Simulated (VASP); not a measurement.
# Re (Fm-3m) in VASP: single point with PBEsol

Aim: the single point of Re with PBEsol.

Program: VASP 6.6.1. These are calculated values, not measurements. Logs are shortened: lines on timing, memory, paths and dates and some standing lists are left out, and cuts for length are marked.

### Step 1. The cell of the first run

It takes space group Fm-3m (No. 225, cubic). The conventional cell has a = 3.710 Å, b = 3.710 Å, c = 3.710 Å, α = 90.00°, β = 90.00°, γ = 90.00°. Within 3.5 Å of Re (site symmetry m-3m) lie 12 Re at 2.62 Å.

### Step 2. Single point, PBEsol

INCAR reads:

```
SYSTEM = Re
ALGO     = Normal         ! electronic algorithm
EDIFF    = 1E-7           ! SCF threshold, eV
ENCUT    = 520            ! plane-wave cutoff, eV
GGA      = PS             ! functional
ISIF     = 2              ! what is computed and relaxed
ISMEAR   = -1             ! smearing method
LASPH    = .True.         ! aspherical terms in the spheres
LCHARG   = .False.        ! write CHGCAR
LREAL    = .False.        ! projectors in reciprocal space
LWAVE    = .False.        ! write WAVECAR
NBANDS   = 10             ! bands
NELM     = 60             ! most SCF steps
PREC     = Accurate       ! precision mode
SIGMA    = 0.1            ! smearing width, eV
```

KPOINTS reads:

```
k-points
0
Gamma
  18 18 18
  0 0 0
```

POSCAR reads:

```
Re
1.0
    0.0000000000      1.8551754580      1.8551754580
    1.8551754580      0.0000000000      1.8551754580
    1.8551754580      1.8551754580      0.0000000000
Re
1
Direct
    0.0000000000      0.0000000000      0.0000000000
```

Potentials or basis: VASP PAW PBE potentials, release 64 (Re).

Launch:

```
> cat potpaw_PBE.64/Re/POTCAR > POTCAR
> mpirun -np 1 vasp_std > vasp.out
```

OUTCAR:

```text
SYSTEM = Re
   EDIFF = 1E-7
   ENCUT = 520
   GGA = PS
   ISIF = 2
   ISMEAR = -1
   LASPH = .True.
   LREAL = .False.
   NELM = 60
   PREC = Accurate

 ion  position               nearest neighbor table
   1  0.000  0.000  0.000-

  LATTYP: Found a face centered cubic cell.
 ALAT       =     3.7103509160

  Lattice vectors:

 A1 = (   0.0000000000,   1.8551754580,   1.8551754580)
 A2 = (   1.8551754580,   0.0000000000,   1.8551754580)
 A3 = (   1.8551754580,   1.8551754580,   0.0000000000)

Analysis of symmetry for initial positions (statically):
=====================================================================
 Subroutine PRICEL returns:
 Original cell was already a primitive cell.

 Routine SETGRP: Setting up the symmetry group for a
 face centered cubic supercell.

 Subroutine GETGRP returns: Found 48 space group operations
 (whereof 48 operations were pure point group operations)
 out of a pool of 48 trial point group operations.

The static configuration has the point symmetry O_h .

Analysis of symmetry for dynamics (positions and initial velocities):
=====================================================================
 Subroutine PRICEL returns:
 Original cell was already a primitive cell.

 Routine SETGRP: Setting up the symmetry group for a
 face centered cubic supercell.

 Subroutine GETGRP returns: Found 48 space group operations
 (whereof 48 operations were pure point group operations)
 out of a pool of 48 trial point group operations.

The dynamic configuration has the point symmetry O_h .

 Subroutine INISYM returns: Found 48 space group operations
 (whereof 48 operations are pure point group operations),
 and found     1 'primitive' translations

----------------------------------------------------------------------------------------

                                     Primitive cell

  volume of cell :      12.7698

  direct lattice vectors                    reciprocal lattice vectors
     0.000000000  1.855175458  1.855175458    -0.269516286  0.269516286  0.269516286
     1.855175458  0.000000000  1.855175458     0.269516286 -0.269516286  0.269516286
     1.855175458  1.855175458  0.000000000     0.269516286  0.269516286 -0.269516286

  length of vectors
     2.623614293  2.623614293  2.623614293     0.466815901  0.466815901  0.466815901

  position of ions in fractional coordinates (direct lattice)
     0.000000000  0.000000000  0.000000000

  ion indices of the primitive-cell ions
   primitive index   ion index
                 1           1

----------------------------------------------------------------------------------------

 KPOINTS: k-points

Automatic generation of k-mesh.
 Grid dimensions read from file:
 generate k-points for:   18   18   18

 Generating k-lattice:

  Cartesian coordinates                     Fractional coordinates (reciprocal lattice)
    -0.014973127  0.014973127  0.014973127     0.055555556  0.000000000  0.000000000
     0.014973127 -0.014973127  0.014973127     0.000000000  0.055555556  0.000000000
     0.014973127  0.014973127 -0.014973127     0.000000000  0.000000000  0.055555556

  Length of vectors
     0.025934217  0.025934217  0.025934217

  Shift w.r.t. Gamma in fractional coordinates (k-lattice)
     0.000000000  0.000000000  0.000000000

 Subroutine IBZKPT returns following result:
 ===========================================

 Found    195 irreducible k-points:

 Following reciprocal coordinates:
            Coordinates               Weight
  0.000000  0.000000  0.000000      1.000000
  0.055556  0.000000  0.000000      8.000000
  0.111111  0.000000  0.000000      8.000000
  0.166667  0.000000  0.000000      8.000000
  0.222222  0.000000  0.000000      8.000000
  0.277778  0.000000  0.000000      8.000000
[... 16 lines left out ...]
 -0.277778  0.055556  0.000000     24.000000
 -0.222222  0.055556  0.000000     24.000000
 [... further k-points ...]
   k-points           NKPTS =    195   k-points in BZ     NKDIM =    195   number of bands    NBANDS=     10
   number of dos      NEDOS =    301   number of ions     NIONS =      1
   total plane-waves  NPLWV =   8000
   dimension x,y,z NGX =    20 NGY =   20 NGZ =   20
   dimension x,y,z NGXF=    40 NGYF=   40 NGZF=   40
   ions per type =               1
   NGX,Y,Z   is equivalent  to a cutoff of  12.67, 12.67, 12.67 a.u.
   NGXF,Y,Z  is equivalent  to a cutoff of  25.35, 25.35, 25.35 a.u.
 SYSTEM =  Re
   PREC   = accura    normal or accurate (medium, high low for compatibility)
   ISTART =      0    job   : 0-new  1-cont  2-samecut
   ICHARG =      2    charge: 1-file 2-atom 10-const
   ISPIN  =      1    spin polarized calculation?
   LNONCOLLINEAR =      F non collinear calculations
   LSORBIT =      F    spin-orbit coupling
   LASPH  =      T    aspherical Exc in radial PAW
   ENCUT  =  520.0 eV  38.22 Ry    6.18 a.u.   4.88  4.88  4.88*2*pi/ulx,y,z
   NELM   =     60;   NELMIN=  2; NELMDL= -5     # of ELM steps
   EDIFF  = 0.1E-06   stopping-criterion for ELM
   LREAL  =      F    real-space projection
   EDIFFG = 0.1E-05   stopping-criterion for IOM
   NSW    =      0    number of steps for IOM
   IBRION =     -1    ionic relax: 0-MD 1-quasi-New 2-CG
   NFREE  =      0    steps in history (QN), initial steepest desc. (CG)
   ISIF   =      2    stress and relaxation
   ISYM   =      2    0-nonsym 1-usesym 2-fastsym
   POTIM  = 0.5000    time-step for ionic-motion
   TEBEG  =    0.0;   TEEND  =   0.0 temperature during run
   PSTRESS=    0.0 pullay stress
   NELECT =       7.0000    total number of electrons
   NUPDOWN=      -1.0000    fix difference up-down
   EMIN   =  10.00;   EMAX   =-10.00  energy-range for DOS
   EFERMI =   0.00;   METHOD = LEGACY
   ISMEAR =    -1;   SIGMA  =   0.10  broadening in eV -4-tet -1-fermi 0-gaus
   EFERMI_NEDOS =   21; number of points for ismear=-14 and -15
   IALGO  =     38    algorithm
   IMIX   =      4    mixing-type and parameters
     AMIX     =   0.40;   BMIX     =  1.00
     AMIX_MAG =   1.60;   BMIX_MAG =  1.00
  volume/ion in A,a.u.               =      12.77        86.18
  Fermi-wavevector in a.u.,A,eV,Ry     =   1.339818  2.531889 24.423991  1.795113
  Thomas-Fermi vector in A             =   2.468180
   LORBIT       =      0    0 simple, 1 ext, 2 COOP (PROOUT), +10 PAW based schemes
   GGA     = PS    functional components
   LHFCALC =     F    Hartree Fock is set to
   AEXX    =    0.0000 exact exchange contribution
   IVDW    =     0    specifies the selected vdW correction
   LEPSILON=     F    determine dielectric tensor
   LRPA    =     F    only Hartree local field effects (RPA)
 non-spin polarized calculation
  energy-cutoff  :      520.00
  volume of cell :       12.77
 maximum number of plane-waves:       354
   NGX =  9   NGY =  9   NGZ =  9

 number of electron       7.0000001 magnetization

 Free energy of the ion-electron system (eV)
  ---------------------------------------------------
  ext. energy  EPLUGINS =         0.00000000
  ---------------------------------------------------
  free energy    TOTEN  =       -12.94593380 eV

  energy without entropy =      -12.92032553  energy(sigma->0) =      -12.93312967

 E-fermi :   9.8931     XC(G=0): -14.6053

 val. band max:        9.8926459677   @ k =  -0.4444   0.2778   0.1111
 cond. band min:       9.9309766824   @ k =  -0.4444   0.0556   0.0000
 fundamental gap:      0.0383307147
 Fermi energy:         9.8930614092

 k-point     1 :       0.0000    0.0000    0.0000
  band No.  band energies     occupation
      1      -1.2973      2.00000
      2       7.5053      2.00000
      3       7.5053      2.00000
      4       7.5053      2.00000
      5      11.4538      0.00000
      6      11.4538      0.00000
      7      23.9043      0.00000
      8      30.3932      0.00000
      9      30.3932      0.00000
     10      30.3932      0.00000

 k-point     2 :       0.0556    0.0000    0.0000
  band No.  band energies     occupation
      1      -1.1257      2.00000
      2       7.3818      2.00000
      3       7.5881      2.00000
      4       7.5881      2.00000
      5      11.3776      0.00000
      6      11.3776      0.00000
      7      24.2473      0.00000
      8      29.5483      0.00000
      9      30.7151      0.00000
     10      30.7151      0.00000

 k-point     3 :       0.1111    0.0000    0.0000
  band No.  band energies     occupation
      1      -0.6344      2.00000
      2       7.0712      2.00000
      3       7.8039      2.00000
      4       7.8039      2.00000
      5      11.2063      0.00000
      6      11.2063      0.00000
      7      25.1644      0.00000
      8      28.0943      0.00000
      9      31.6479      0.00000
     10      31.6479      0.00000

 k-point     4 :       0.1667    0.0000    0.0000
  band No.  band energies     occupation
      1       0.0971      2.00000
      2       6.7291      2.00000
      3       8.0395      2.00000
      4       8.0395      2.00000
      5      11.1098      0.00001
      6      11.1098      0.00001
      7      25.7669      0.00000
      8      27.4621      0.00000
      9      33.1090      0.00000
     10      33.1090      0.00000

 k-point     5 :       0.2222    0.0000    0.0000
  band No.  band energies     occupation
      1       0.9078      2.00000
      2       6.5761      2.00000
      3       8.1152      2.00000
      4       8.1152      2.00000
      5      11.3213      0.00000
      6      11.3213      0.00000
      7      24.7959      0.00000
      8      28.7225      0.00000
      9      34.9941      0.00000
     10      34.9942      0.00000

 k-point     6 :       0.2778    0.0000    0.0000
  band No.  band energies     occupation
      1       1.5509      2.00000
      2       6.8694      2.00000
      3       7.9642      2.00000
      4       7.9642      2.00000
      5      11.9291      0.00000
      6      11.9291      0.00000
      7      23.7417      0.00000
      8      29.4481      0.00000
      9      36.3257      0.00000
     10      37.1591      0.00000
[... 183 lines left out ...]
 k-point    21 :      -0.3889    0.0556    0.0000
  band No.  band energies     occupation
      1       2.0517      2.00000
      2       7.2323      2.00000
      3       7.4791      2.00000
      4       9.0485      1.99957
      5      13.5241      0.00000
      6      14.6913      0.00000
      7      22.3988      0.00000
      8      25.4401      0.00000
      9      32.3763      0.00000
     10      33.7758      0.00000

 k-point    22 :      -0.3333    0.0556    0.0000
  band No.  band energies     occupation
      1       2.0508      2.00000
      2       7.4964      2.00000
      3       7.7015      2.00000
      4       7.8757      2.00000
      5      12.5432      0.00000
      6      13.9010      0.00000
      7      22.9576      0.00000
      8      27.4612      0.00000
      9      33.7687      0.00000
     10      35.9555      0.00000

 k-point    23 :      -0.2778    0.0556    0.0000
  band No.  band energies     occupation
      1       1.8487      2.00000
      2       6.8996      2.00000
      3       7.8036      2.00000
      4       7.9826      2.00000
      5      11.5804      0.00000
      6      12.9904      0.00000
      7      23.7386      0.00000
      8      29.2732      0.00000
      9      34.9365      0.00000
     10      35.7919      0.00000

 k-point    24 :      -0.2222    0.0556    0.0000
  band No.  band energies     occupation
      1       1.3019      2.00000
      2       6.4484      2.00000
      3       8.0585      2.00000
      4       8.2093      2.00000
      5      10.8499      0.00014
      6      12.1877      0.00000
      7      24.7278      0.00000
      8      29.2474      0.00000
      9      34.3110      0.00000
     10      36.4385      0.00000

 [... further k-points ...]
[... 5 lines left out ...]
  --------------------------------------------------------------------------------------
  -------------------------------------------------------------------------------------
  Total        5.7480207      5.7480207      5.7480207      0.0000000      0.0000000      0.0000000
  in kB      721.1804436    721.1804436    721.1804436      0.0000000      0.0000000      0.0000000
  external PRESSURE =     721.1804436 kB  Pullay stress =       0.0000000 kB

 VOLUME and BASIS-vectors are now :
 -----------------------------------------------------------------------------
  energy-cutoff  :      520.00
  volume of cell :       12.77
      direct lattice vectors                 reciprocal lattice vectors
     0.000000000  1.855175458  1.855175458    -0.269516286  0.269516286  0.269516286
     1.855175458  0.000000000  1.855175458     0.269516286 -0.269516286  0.269516286
     1.855175458  1.855175458  0.000000000     0.269516286  0.269516286 -0.269516286

 POSITION                                       TOTAL-FORCE (eV/Angst)
 -----------------------------------------------------------------------------------
      0.00000      0.00000      0.00000         0.000000     -0.000000      0.000000
 -----------------------------------------------------------------------------------
    total drift:                                0.000000      0.000000     -0.000000

  FREE ENERGIE OF THE ION-ELECTRON SYSTEM (eV)
  ---------------------------------------------------
  free  energy   TOTEN  =       -12.9459337987 eV

  energy  without entropy=      -12.9203255315  energy(sigma->0) =      -12.93312967
```

Wall time 18 s (1 thread of Intel Xeon 6975P-C, shared host); peak memory 0.14 GiB.

Results:

```
Free energy : -12.9459 eV
Pressure    : 72.1 GPa
```

Levels at points of the mesh, in eV from the Fermi level:
```
           k point  band 1  band 2  band 3  band 4  band 5  band 6  band 7  band 8  band 9
(0.00, 0.00, 0.00)  -11.19   -2.39   -2.39   -2.39    1.56    1.56   14.01   20.50   20.50
(0.50, 0.00, 0.00)   -8.05   -2.68   -2.68    0.56    4.75    4.75   12.25   13.54   21.86
(0.50, 0.50, 0.00)   -8.27   -7.28    3.59    4.71    5.71    5.71   13.54   13.54   15.90
```

Caveat: the PAW data sets were made with another functional, which shifts forces and pressure a little; spin-orbit coupling is left out, which moves the levels of the heavy elements.
